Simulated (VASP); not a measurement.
# MnO (Fm-3m) in VASP: settings compared

The runs below take MnO through single point, with RPBE, PBE.

All numbers are computed with VASP 6.6.1; they aren't measurements. Logs are shortened: lines on timing, memory, paths and dates and some standing lists are left out, and cuts for length are marked.

## 1. The cell of the first run

The structure is cubic, space group Fm-3m (No. 225). The conventional cell has a = 4.448 Å, b = 4.448 Å, c = 4.448 Å, α = 90.00°, β = 90.00°, γ = 90.00°. Within 2.9 Å of Mn (site symmetry m-3m) lie 6 O at 2.22 Å. Within 2.9 Å of O (site symmetry m-3m) lie 6 Mn at 2.22 Å.

## 2. Single point, RPBE, collinear spin, ferromagnetic start

The input, INCAR:

```
SYSTEM = MnO
ALGO     = Normal         ! electronic algorithm
EDIFF    = 1E-6           ! SCF threshold, eV
ENCUT    = 520            ! plane-wave cutoff, eV
GGA      = RP             ! functional
ISIF     = 2              ! what is computed and relaxed
ISMEAR   = -1             ! smearing method
ISPIN    = 2              ! spin polarisation
LASPH    = .TRUE.         ! aspherical terms in the spheres
LCHARG   = .TRUE.         ! write CHGCAR
LELF     = .TRUE.         ! ELF
LMAXMIX  = 4              ! l up to which the mixer works
LORBIT   = 11             ! projections on sites
LREAL    = .FALSE.        ! projectors in reciprocal space
LVHAR    = .TRUE.       
LWAVE    = .FALSE.        ! write WAVECAR
MAGMOM   = 4 0            ! initial moments
NBANDS   = 20             ! bands
NELM     = 150            ! most SCF steps
PREC     = Accurate       ! precision mode
SIGMA    = 0.05           ! smearing width, eV
```

The input, KPOINTS:

```
k-points
0
G
  10 10 10
  0 0 0
```

The input, POSCAR:

```
MnO
1.0
    0.0000000000      2.2239077028      2.2239077028
    2.2239077028      0.0000000000      2.2239077028
    2.2239077028      2.2239077028      0.0000000000
Mn O
1 1
Direct
    0.0000000000      0.0000000000      0.0000000000
    0.5000000000      0.5000000000      0.5000000000
```

Potentials or basis: VASP PAW PBE potentials, release 64 (Mn_pv, O).

Run with:

```bash
$ cat potpaw_PBE.64/Mn_pv/POTCAR potpaw_PBE.64/O/POTCAR > POTCAR
$ mpirun -np 1 vasp_std > vasp.out
```

OUTCAR:

```text
SYSTEM = MnO
   EDIFF = 1E-6
   ENCUT = 520
   GGA = RP
   ISIF = 2
   ISMEAR = -1
   ISPIN = 2
   LASPH = .TRUE.
   LORBIT = 11
   LREAL = .FALSE.
   NELM = 150
   PREC = Accurate

 ion  position               nearest neighbor table
   1  0.000  0.000  0.000-   2 2.22   2 2.22   2 2.22   2 2.22   2 2.22   2 2.22
   2  0.500  0.500  0.500-   1 2.22   1 2.22   1 2.22   1 2.22   1 2.22   1 2.22

  LATTYP: Found a face centered cubic cell.
 ALAT       =     4.4478154056

  Lattice vectors:

 A1 = (   0.0000000000,   2.2239077028,   2.2239077028)
 A2 = (   2.2239077028,   0.0000000000,   2.2239077028)
 A3 = (   2.2239077028,   2.2239077028,   0.0000000000)

Analysis of symmetry for initial positions (statically):
=====================================================================
 Subroutine PRICEL returns:
 Original cell was already a primitive cell.

 Routine SETGRP: Setting up the symmetry group for a
 face centered cubic supercell.

 Subroutine GETGRP returns: Found 48 space group operations
 (whereof 48 operations were pure point group operations)
 out of a pool of 48 trial point group operations.

The static configuration has the point symmetry O_h .

Analysis of symmetry for dynamics (positions and initial velocities):
=====================================================================
 Subroutine PRICEL returns:
 Original cell was already a primitive cell.

 Routine SETGRP: Setting up the symmetry group for a
 face centered cubic supercell.

 Subroutine GETGRP returns: Found 48 space group operations
 (whereof 48 operations were pure point group operations)
 out of a pool of 48 trial point group operations.

The dynamic configuration has the point symmetry O_h .

Analysis of structural, dynamic, and magnetic symmetry:
=====================================================================
 Subroutine PRICEL returns:
 Original cell was already a primitive cell.

 Routine SETGRP: Setting up the symmetry group for a
 face centered cubic supercell.

 Subroutine GETGRP returns: Found 48 space group operations
 (whereof 48 operations were pure point group operations)
 out of a pool of 48 trial point group operations.

The overall configuration has the point symmetry O_h .

 Subroutine INISYM returns: Found 48 space group operations
 (whereof 48 operations are pure point group operations),
 and found     1 'primitive' translations

----------------------------------------------------------------------------------------

                                     Primitive cell

  volume of cell :      21.9979

  direct lattice vectors                    reciprocal lattice vectors
     0.000000000  2.223907703  2.223907703    -0.224829474  0.224829474  0.224829474
     2.223907703  0.000000000  2.223907703     0.224829474 -0.224829474  0.224829474
     2.223907703  2.223907703  0.000000000     0.224829474  0.224829474 -0.224829474

  length of vectors
     3.145080435  3.145080435  3.145080435     0.389416073  0.389416073  0.389416073

  position of ions in fractional coordinates (direct lattice)
     0.000000000  0.000000000  0.000000000
     0.500000000  0.500000000  0.500000000

  ion indices of the primitive-cell ions
   primitive index   ion index
                 1           1
                 2           2

----------------------------------------------------------------------------------------

 KPOINTS: k-points

Automatic generation of k-mesh.
 Grid dimensions read from file:
 generate k-points for:   10   10   10

 Generating k-lattice:

  Cartesian coordinates                     Fractional coordinates (reciprocal lattice)
    -0.022482947  0.022482947  0.022482947     0.100000000  0.000000000  0.000000000
     0.022482947 -0.022482947  0.022482947     0.000000000  0.100000000  0.000000000
     0.022482947  0.022482947 -0.022482947     0.000000000  0.000000000  0.100000000

  Length of vectors
     0.038941607  0.038941607  0.038941607

  Shift w.r.t. Gamma in fractional coordinates (k-lattice)
     0.000000000  0.000000000  0.000000000

 Subroutine IBZKPT returns following result:
 ===========================================

 Found     47 irreducible k-points:

 Following reciprocal coordinates:
            Coordinates               Weight
  0.000000  0.000000  0.000000      1.000000
  0.100000  0.000000  0.000000      8.000000
  0.200000  0.000000  0.000000      8.000000
  0.300000  0.000000  0.000000      8.000000
  0.400000  0.000000  0.000000      8.000000
  0.500000  0.000000  0.000000      4.000000
[... 16 lines left out ...]
  0.300000  0.300000  0.000000      6.000000
  0.400000  0.300000  0.000000     24.000000
 [... further k-points ...]
   k-points           NKPTS =     47   k-points in BZ     NKDIM =     47   number of bands    NBANDS=     20
   number of dos      NEDOS =    301   number of ions     NIONS =      2
   total plane-waves  NPLWV =  13824
   dimension x,y,z NGX =    24 NGY =   24 NGZ =   24
   dimension x,y,z NGXF=    48 NGYF=   48 NGZF=   48
   ions per type =               1   1
   NGX,Y,Z   is equivalent  to a cutoff of  12.69, 12.69, 12.69 a.u.
   NGXF,Y,Z  is equivalent  to a cutoff of  25.37, 25.37, 25.37 a.u.
 SYSTEM =  MnO
   PREC   = accura    normal or accurate (medium, high low for compatibility)
   ISTART =      0    job   : 0-new  1-cont  2-samecut
   ICHARG =      2    charge: 1-file 2-atom 10-const
   ISPIN  =      2    spin polarized calculation?
   LNONCOLLINEAR =      F non collinear calculations
   LSORBIT =      F    spin-orbit coupling
   LASPH  =      T    aspherical Exc in radial PAW
   ENCUT  =  520.0 eV  38.22 Ry    6.18 a.u.   5.85  5.85  5.85*2*pi/ulx,y,z
   NELM   =    150;   NELMIN=  2; NELMDL= -5     # of ELM steps
   EDIFF  = 0.1E-05   stopping-criterion for ELM
   LREAL  =      F    real-space projection
   EDIFFG = 0.1E-04   stopping-criterion for IOM
   NSW    =      0    number of steps for IOM
   IBRION =     -1    ionic relax: 0-MD 1-quasi-New 2-CG
   NFREE  =      0    steps in history (QN), initial steepest desc. (CG)
   ISIF   =      2    stress and relaxation
   ISYM   =      2    0-nonsym 1-usesym 2-fastsym
   POTIM  = 0.5000    time-step for ionic-motion
   TEBEG  =    0.0;   TEEND  =   0.0 temperature during run
   PSTRESS=    0.0 pullay stress
   NELECT =      19.0000    total number of electrons
   NUPDOWN=      -1.0000    fix difference up-down
   EMIN   =  10.00;   EMAX   =-10.00  energy-range for DOS
   EFERMI =   0.00;   METHOD = LEGACY
   ISMEAR =    -1;   SIGMA  =   0.05  broadening in eV -4-tet -1-fermi 0-gaus
   EFERMI_NEDOS =   21; number of points for ismear=-14 and -15
   IALGO  =     38    algorithm
   IMIX   =      4    mixing-type and parameters
     AMIX     =   0.40;   BMIX     =  1.00
     AMIX_MAG =   1.60;   BMIX_MAG =  1.00
  volume/ion in A,a.u.               =      11.00        74.22
  Fermi-wavevector in a.u.,A,eV,Ry     =   1.559071  2.946217 33.071721  2.430703
  Thomas-Fermi vector in A             =   2.662483
   LORBIT       =     11    0 simple, 1 ext, 2 COOP (PROOUT), +10 PAW based schemes
   GGA     = RP    functional components
   LHFCALC =     F    Hartree Fock is set to
   AEXX    =    0.0000 exact exchange contribution
   IVDW    =     0    specifies the selected vdW correction
   LEPSILON=     F    determine dielectric tensor
   LRPA    =     F    only Hartree local field effects (RPA)
 spin polarized calculation
  energy-cutoff  :      520.00
  volume of cell :       22.00
 maximum number of plane-waves:       609
   NGX = 11   NGY = 11   NGZ = 11

 number of electron      18.9999991 magnetization       4.8193778

 Free energy of the ion-electron system (eV)
  ---------------------------------------------------
  ext. energy  EPLUGINS =         0.00000000
  ---------------------------------------------------
  free energy    TOTEN  =       -15.70729159 eV

  energy without entropy =      -15.70082795  energy(sigma->0) =      -15.70405977

 E-fermi :   7.6792     XC(G=0): -11.6423

 val. band max:        7.6674341361   @ k =   0.4000   0.0000   0.0000
 cond. band min:       7.8033743948   @ k =  -0.3000   0.2000   0.0000
 fundamental gap:      0.1359402588
 Fermi energy:         7.6792231635

 spin component 1

 k-point     1 :       0.0000    0.0000    0.0000
  band No.  band energies     occupation
      1     -42.7896      1.00000
      2     -42.7896      1.00000
      3     -42.7896      1.00000
      4     -12.6381      1.00000
      5       3.9709      1.00000
      6       3.9709      1.00000
[... 12 lines left out ...]
     19      27.4653      0.00000
     20      27.4653      0.00000
[... 507 lines left out ...]
 k-point    24 :       0.4000    0.3000    0.0000
  band No.  band energies     occupation
      1     -42.8354      1.00000
      2     -42.8090      1.00000
      3     -42.8072      1.00000
      4     -11.8252      1.00000
      5       0.5531      1.00000
      6       2.4363      1.00000
[... 12 lines left out ...]
     19      32.4060      0.00000
     20      34.1724      0.00000

 [... further k-points ...]

 spin component 2

 k-point     1 :       0.0000    0.0000    0.0000
  band No.  band energies     occupation
      1     -38.0347      1.00000
      2     -38.0347      1.00000
      3     -38.0347      1.00000
      4     -12.1980      1.00000
      5       4.3497      1.00000
      6       4.3497      1.00000
[... 12 lines left out ...]
     19      30.0223      0.00000
     20      30.0224      0.00000
[... 507 lines left out ...]
 k-point    24 :       0.4000    0.3000    0.0000
  band No.  band energies     occupation
      1     -38.0920      1.00000
      2     -38.0586      1.00000
      3     -38.0563      1.00000
      4     -11.4093      1.00000
      5       1.3513      1.00000
      6       3.2314      1.00000
[... 12 lines left out ...]
     19      33.4612      0.00000
     20      35.2658      0.00000

 [... further k-points ...]

------------------------ aborting loop because EDIFF is reached ----------------------------------------

  FORCE on cell =-STRESS in cart. coord.  units (eV):
  Direction    XX          YY          ZZ          XY          YZ          ZX
  --------------------------------------------------------------------------------------
  -------------------------------------------------------------------------------------
  Total        0.7916885      0.7916885      0.7916885      0.0000000     -0.0000000     -0.0000000
  in kB       57.6613308     57.6613308     57.6613308      0.0000000     -0.0000000     -0.0000000
  external PRESSURE =      57.6613308 kB  Pullay stress =       0.0000000 kB

 VOLUME and BASIS-vectors are now :
 -----------------------------------------------------------------------------
  energy-cutoff  :      520.00
  volume of cell :       22.00
      direct lattice vectors                 reciprocal lattice vectors
     0.000000000  2.223907703  2.223907703    -0.224829474  0.224829474  0.224829474
     2.223907703  0.000000000  2.223907703     0.224829474 -0.224829474  0.224829474
     2.223907703  2.223907703  0.000000000     0.224829474  0.224829474 -0.224829474

 POSITION                                       TOTAL-FORCE (eV/Angst)
 -----------------------------------------------------------------------------------
      0.00000      0.00000      0.00000         0.000000     -0.000000      0.000000
      2.22391      2.22391      2.22391         0.000000      0.000000      0.000000
 -----------------------------------------------------------------------------------
    total drift:                                0.000000     -0.000000     -0.000000

  FREE ENERGIE OF THE ION-ELECTRON SYSTEM (eV)
  ---------------------------------------------------
  free  energy   TOTEN  =       -15.7072915868 eV

  energy  without entropy=      -15.7008279529  energy(sigma->0) =      -15.70405977

 total charge

# of ion       s       p       d       tot
------------------------------------------
    1        0.199   6.174   4.969  11.342
    2        1.565   3.428   0.000   4.994
--------------------------------------------------
tot          1.764   9.602   4.969  16.336

 magnetization (x)

# of ion       s       p       d       tot
------------------------------------------
    1        0.034   0.027   4.317   4.378
    2        0.029   0.170   0.000   0.199
--------------------------------------------------
tot          0.063   0.197   4.317   4.577
```

It took 39 s on 1 thread of Intel Xeon 8259CL, shared host; peak memory 0.17 GiB.

Results:

```
Free energy                                           : -15.7073 eV
Pressure                                              : 5.8 GPa
Net moment                                            : 4.82 μB per cell
Site moments                                          : Mn +4.38; O +0.20 μB
Valence electrons inside the program's atomic spheres : Mn 11.34; O 4.99
```

Levels at points of the mesh, in eV from the Fermi level:
Spin up:
```csv
k point,band 8,band 9,band 10,band 11,band 12,band 13,band 14,band 15,band 16,band 17
"(0.00, 0.00, 0.00)",-3.26,-3.26,-3.26,-2.73,-2.73,-0.51,13.98,16.34,16.34,16.34
"(0.50, 0.00, 0.00)",-2.37,-2.37,-1.92,0.18,0.18,3.51,7.78,11.93,11.93,18.48
"(0.50, 0.50, 0.00)",-4.24,-2.31,-2.11,-2.11,-1.97,5.06,7.87,10.40,13.72,13.72
```
Spin down:
| k point | band 5 | band 6 | band 7 | band 8 | band 9 | band 10 |
| --- | --- | --- | --- | --- | --- | --- |
| (0.00, 0.00, 0.00) | -3.33 | -3.33 | -3.33 | 0.89 | 0.89 | 0.89 |
| (0.50, 0.00, 0.00) | -7.29 | -4.79 | -4.79 | 2.05 | 2.10 | 2.10 |
| (0.50, 0.50, 0.00) | -6.36 | -4.30 | -4.30 | -0.68 | 2.08 | 2.27 |

Caveat: the cell stands under pressure; the PAW data sets were made with another functional, which shifts forces and pressure a little; a cell with one magnetic atom can't hold antiferromagnetic order, which such compounds often take; semilocal functionals often make such compounds metallic where correlation or magnetic order opens a gap, which also shifts bond lengths.

## 3. Single point, PBE, collinear spin, ferromagnetic start

The input, INCAR:

```
SYSTEM = MnO
PREC = Accurate ; ENCUT = 520
EDIFF = 1E-6 ; ISMEAR = 0
SIGMA = 0.024 ; LREAL = .FALSE.
LASPH = .TRUE. ; NELM = 150
ALGO = Normal ; ISIF = 2
LWAVE = .FALSE. ; LCHARG = .FALSE.
ISPIN = 2 ; MAGMOM = 4 0
LORBIT = 11 ; LMAXMIX = 4
GGA = PE ; NBANDS = 20
```

The input, KPOINTS:

```
regular mesh
0
G
  10 10 10
  0 0 0
```

POSCAR is that of step 2.

Potentials or basis: VASP PAW PBE potentials, release 64 (Mn_pv, O).

Run with:

```bash
$ cat potpaw_PBE.64/Mn_pv/POTCAR potpaw_PBE.64/O/POTCAR > POTCAR
$ mpirun -np 1 vasp_std > vasp.out
```

Wall time 51 s (1 thread of Intel Xeon 8259CL, shared host); peak memory 0.17 GiB.

Results (log left out):

* Free energy: -16.4027 eV
* Pressure: 0.4 GPa
* Net moment: 4.80 μB per cell
* Site moments: Mn +4.36; O +0.21 μB
* Valence electrons inside the program's atomic spheres: Mn 11.35; O 4.98

Levels at points of the mesh, in eV from the Fermi level:
Spin up:
```
           k point  band 10  band 11  band 12  band 13  band 14  band 15
(0.00, 0.00, 0.00)    -3.20    -2.67    -2.67    -0.51    13.98    16.34
(0.50, 0.00, 0.00)    -1.87     0.22     0.22     3.49     7.74    11.88
(0.50, 0.50, 0.00)    -2.04    -2.04    -1.91     5.02     7.83    10.41
```
Spin down:
| k point | band 3 | band 4 | band 5 | band 6 | band 7 | band 8 | band 9 | band 10 | band 11 | band 12 |
| --- | --- | --- | --- | --- | --- | --- | --- | --- | --- | --- |
| (0.00, 0.00, 0.00) | -45.67 | -19.79 | -3.32 | -3.32 | -3.32 | 0.78 | 0.78 | 0.78 | 0.82 | 1.41 |
| (0.50, 0.00, 0.00) | -45.68 | -18.83 | -7.33 | -4.81 | -4.81 | 1.96 | 2.01 | 2.01 | 3.67 | 3.67 |
| (0.50, 0.50, 0.00) | -45.70 | -18.86 | -6.38 | -4.30 | -4.30 | -0.79 | 1.99 | 2.19 | 2.44 | 2.44 |

Caveat: a cell with one magnetic atom can't hold antiferromagnetic order, which such compounds often take; semilocal functionals often make such compounds metallic where correlation or magnetic order opens a gap, which also shifts bond lengths.

## 4. Single point, PBE, collinear spin, ferromagnetic start

The input, INCAR:

```
  PREC = Accurate
  ENCUT = 520
  EDIFF = 1E-6
  ISMEAR = 0
  SIGMA = 0.020999999999999998
  LREAL = F
  LASPH = T
  NELM = 150
  ALGO = Normal
  ISIF = 2
  LWAVE = F
  LCHARG = F
  ISPIN = 2
  MAGMOM = 4 0
  LORBIT = 11
  LMAXMIX = 4
  GGA = PE
  NBANDS = 20
```

The input, KPOINTS:

```
Automatic mesh
0
Gamma
  10 10 10
```

POSCAR is that of step 3.

Run with:

```bash
$ cat potpaw_PBE.64/Mn_pv/POTCAR potpaw_PBE.64/O/POTCAR > POTCAR
$ mpirun -np 1 vasp_std > vasp.out
```

Wall time 64 s (1 thread of Intel Xeon 8259CL, shared host); peak memory 0.17 GiB.

The run converged. Its results:

```yaml
Free_energy: -16.4026 eV
Pressure: 0.4 GPa
Net_moment: 4.80 μB per cell
Site_moments: Mn +4.36; O +0.21 μB
Valence_electrons_inside_the_program's_atomic_spheres: Mn 11.35; O 4.98
```

Levels at points of the mesh, in eV from the Fermi level:
Spin up:
```tsv
k point	band 8	band 9	band 10	band 11	band 12	band 13	band 14	band 15	band 16	band 17
(0.00, 0.00, 0.00)	-3.20	-3.20	-3.20	-2.68	-2.68	-0.51	13.98	16.34	16.34	16.34
(0.50, 0.00, 0.00)	-2.31	-2.31	-1.87	0.22	0.22	3.49	7.74	11.88	11.88	18.46
(0.50, 0.50, 0.00)	-4.20	-2.25	-2.04	-2.04	-1.91	5.02	7.83	10.41	13.65	13.65
```
Spin down:
```csv
k point,band 4,band 5,band 6,band 7,band 8,band 9,band 10,band 11
"(0.00, 0.00, 0.00)",-19.79,-3.33,-3.33,-3.33,0.78,0.78,0.78,0.82
"(0.50, 0.00, 0.00)",-18.83,-7.33,-4.81,-4.81,1.96,2.01,2.01,3.67
"(0.50, 0.50, 0.00)",-18.86,-6.38,-4.30,-4.30,-0.79,1.99,2.19,2.44
```

Caveat: a cell with one magnetic atom can't hold antiferromagnetic order, which such compounds often take; semilocal functionals often make such compounds metallic where correlation or magnetic order opens a gap, which also shifts bond lengths. With open d or f shells a metallic result of PBE can be an artefact of self-interaction; +U or a hybrid may open a gap.

## 5. The runs side by side

| level | smearing | gap on the mesh (eV) | pressure (GPa) | moment (μB) |
| --- | --- | --- | --- | --- |
| RPBE | fermi-dirac 0.05 eV | none | 5.8 | 4.82 |
| PBE | gaussian 0.024 eV | none | 0.4 | 4.80 |
| PBE | gaussian 0.021 eV | none | 0.4 | 4.80 |

Alike in all rows: task single point; potentials or basis VASP PAW PBE potentials, release 64 (Mn_pv, O); spin collinear, ferromagnetic start; cell as given; k mesh 10 × 10 × 10; cutoff (eV) 520.

The pressure there spans 0.4 GPa (PBE) to 5.8 GPa (RPBE); a positive pressure means that this level wants a larger cell, a negative one a smaller.

Caveats: a cell with one magnetic atom can't hold antiferromagnetic order, which such compounds often take; semilocal functionals often make such compounds metallic where correlation or magnetic order opens a gap, which also shifts bond lengths; the cell stands under pressure (at least some runs); the PAW data sets were made with another functional, which shifts forces and pressure a little (at least some runs).

Absolute energies hang on the potentials; compare differences alone.

The gap in the log of VASP goes by the Fermi energy; the results here count the filled bands.